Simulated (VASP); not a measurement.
Here is a VASP 6.6.1 calculation.

The input INCAR:

```
PREC     = Accurate       # precision mode
ENCUT    = 520            # plane-wave cutoff, eV
EDIFF    = 1E-6           # SCF threshold, eV
ISMEAR   = 0              # smearing method
SIGMA    = 0.05           # smearing width, eV
LREAL    = False          # projectors in reciprocal space
LASPH    = True           # aspherical terms in the spheres
NELM     = 150            # most SCF steps
ALGO     = Normal         # electronic algorithm
ISIF     = 2              # what is computed and relaxed
LWAVE    = False          # write WAVECAR
LCHARG   = False          # write CHGCAR
ISPIN    = 2              # spin polarisation
MAGMOM   = 0.5 0.5 0.5 0.5 # initial moments
LORBIT   = 11             # projections on sites
LMAXMIX  = 4              # l up to which the mixer works
GGA      = PE             # functional
NBANDS   = 34             # bands
```

The input KPOINTS:

```
regular mesh
0
Gamma
  1 1 12
```

POSCAR

```
Ag
1.0
   11.8000000000      0.0000000000      0.0000000000
    0.0000000000      9.3000000000      0.0000000000
    0.0000000000      0.0000000000      5.3630136537
Ag
4
Direct
    0.3861526433      0.5000000000      0.0000000000
    0.3861526433      0.5000000000      0.5000000000
    0.6138473567      0.5000000000      0.0000000000
    0.6138473567      0.5000000000      0.5000000000
```

Potentials or basis: VASP PAW PBE potentials, release 64 (Ag).

Command:

```bash
$ cat potpaw_PBE.64/Ag/POTCAR > POTCAR
$ mpirun -np 1 vasp_std > vasp.out
```

Question: Estimate the band gap on the k mesh.

Answer: 0.23 eV.

Question: What does it give for the net moment?

Answer: 0.00 μB per cell.
